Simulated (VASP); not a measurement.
The system is Al3InAs4.

```xyz
8
Lattice="5.5162 0.0000 0.0000 0.0000 5.5162 0.0000 0.0000 0.0000 5.5162" Properties=species:S:1:pos:R:3 pbc="T T T"
Al    2.7581    0.0000    0.0000
Al    0.0000    0.0000    2.7581
Al    0.0000    2.7581    0.0000
In    2.7581    2.7581    2.7581
As    4.1371    1.3790    4.1371
As    4.1371    4.1371    1.3790
As    1.3790    1.3790    1.3790
As    1.3790    4.1371    4.1371
```

- Program: VASP 6.6.1
- Task: relaxation of cell and atoms
- Functional: PBE
- Potentials or basis: VASP PAW PBE potentials, release 64 (Al, In_d, As)
- Cutoff: 600 eV
- k mesh: 4 × 4 × 4
- Occupations: gaussian, width 0.1 eV
- Spin: no spin polarisation

At the start: pressure 16.7 GPa; volume 20.98 Å³/atom.

Question: How do energy, volume and symmetry change on relaxing?

Answer: Over 7 steps the energy falls by 218.8 meV/atom and the volume is 24.95 Å³/atom (+18.9 %); space group P-43m (No. 215, to 0.05 Å).

The path:
```tsv
step	energy change (eV)	largest force (eV/Å)	pressure (GPa)	volume (Å³)
1	0.0000	2.1182	16.66	167.85
2	-1.1655	0.0608	-6.03	226.62
3	-1.7110	0.4442	-0.58	201.44
4	-1.7109	0.4640	-0.36	200.72
5	-1.7410	0.2307	0.02	199.21
6	-1.7487	0.0429	0.37	197.97
7	-1.7500	0.0117	-0.15	199.57
```

Final structure:
```xyz
8
Lattice="5.8438 0.0000 0.0000 0.0000 5.8438 0.0000 0.0000 0.0000 5.8438" Properties=species:S:1:pos:R:3 pbc="T T T"
Al    2.9219    0.0000    0.0000
Al    0.0000    0.0000    2.9219
Al    0.0000    2.9219    0.0000
In    2.9219    2.9219    2.9219
As    4.4458    1.3980    4.4458
As    4.4458    4.4458    1.3980
As    1.3980    1.3980    1.3980
As    1.3980    4.4458    4.4458
```

Caveat: the volume moved by over 15 % at a fixed basis, so the end points are rough.
